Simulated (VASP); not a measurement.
Wanted: the native input for a VASP 6.6.1 run.

| Item | Value |
| --- | --- |
| Task | single point |
| Functional | LDA |
| Potentials or basis | VASP PAW LDA potentials, release 64 (Sc_sv) |
| Cutoff | 520 eV |
| k mesh | 15 × 15 × 15 |
| Occupations | fermi-dirac, width 0.05 eV |
| Spin | no spin polarisation |
| Dipole correction | no |
| Further INCAR settings | ALGO = Normal; EDIFF = 1e-06; NBANDS = 12 |

The structure of Sc lies in POSCAR:

```
Sc
1.0
    2.4801852068      0.0000000000      0.0000000000
    0.0000000000      2.4801852068      0.0000000000
    0.0000000000      0.0000000000      2.4801852068
Sc
1
Direct
    0.0000000000      0.0000000000      0.0000000000
```

The input as run:

INCAR

```
PREC = Accurate ; ENCUT = 520
EDIFF = 1E-6 ; ISMEAR = -1
SIGMA = 0.05 ; LREAL = F
LASPH = T ; NELM = 60
ALGO = Normal ; ISIF = 2
LWAVE = F ; LCHARG = T
LELF = T ; LVHAR = T
NBANDS = 12
```

KPOINTS

```
regular mesh
0
Gamma
  15 15 15
```

Potentials or basis: VASP PAW LDA potentials, release 64 (Sc_sv).

Command:

```bash
$ cat potpaw_LDA.64/Sc_sv/POTCAR > POTCAR
$ mpirun -np 1 vasp_std > vasp.out
```

It gave:

* Pressure: 32.9 GPa

Wall time 12 s on 1 thread of Intel(R) Xeon(R) Platinum 8259CL CPU @ 2.50GHz (Skylake/Cascade Lake), on a shared host, peak memory 0.13 GiB.
